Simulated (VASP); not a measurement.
## Zr2NbTe4: single point with PBE

The system is Zr2NbTe4.

```
Zr Nb Te
1.0
    -3.15202    3.15202    6.49438
     3.15202   -3.15202    6.49438
     3.15202    3.15202   -6.49438
Zr Nb Te
2 1 4
Direct
  0.00000 0.50000 0.50000
  0.50000 0.00000 0.50000
  0.00000 0.00000 0.00000
  0.88623 0.38021 0.00000
  0.38021 0.88623 0.00000
  0.61979 0.61979 0.50602
  0.11377 0.11377 0.49398
```

The cell was generated, and may not be a known phase.

| Quantity | Value |
| --- | --- |
| Program | VASP 6.6.1 |
| Task | single point |
| Functional | PBE |
| Potentials or basis | VASP PAW PBE potentials, release 64 (Zr_sv, Nb_sv, Te) |
| Cutoff | 500 eV |
| k mesh | 4 × 4 × 4 |
| Occupations | gaussian, width 0.2 eV |
| Spin | no spin polarisation |

| Quantity | Value |
| --- | --- |
| Pressure | 0.1 GPa |
| Largest force | 0.011 eV/Å |
| Band gap on the k mesh | zero (an odd number of electrons rules out a gap without spin polarisation) |

Forces in eV/Å, atoms in the order of the input:
```
Zr   0.000  0.000  0.000
Zr   0.000  0.000  0.000
Nb   0.000  0.000  0.000
Te  -0.004  0.004  0.009
Te   0.004 -0.004  0.009
Te   0.004  0.004 -0.009
Te  -0.004 -0.004 -0.009
```

Stress tensor (GPa, compression positive):
```
0.02 0.00 0.00
0.00 0.02 0.00
0.00 0.00 0.23
```

Levels at points of the mesh, in eV from the Fermi level:
```
           k point  band 28  band 29  band 30  band 31  band 32  band 33  band 34  band 35
(0.00, 0.00, 0.00)    -1.80    -1.33    -0.34    -0.06    -0.06     0.71     0.94     1.27
(0.50, 0.00, 0.00)    -1.89    -0.93    -0.23     0.00     0.26     0.34     0.60     1.18
(0.50, 0.50, 0.00)    -2.02    -0.12     0.07     0.11     0.13     0.20     1.00     1.04
(0.50, 0.50, 0.50)    -1.53    -1.49    -0.38    -0.06    -0.06     0.66     0.97     1.26
```

Wall time 9.7 min on 1 thread of Intel Xeon 8259CL, with other jobs on the host, peak memory 0.51 GiB.

Caveat: spin-orbit coupling is left out, which moves the levels of the heavy elements.
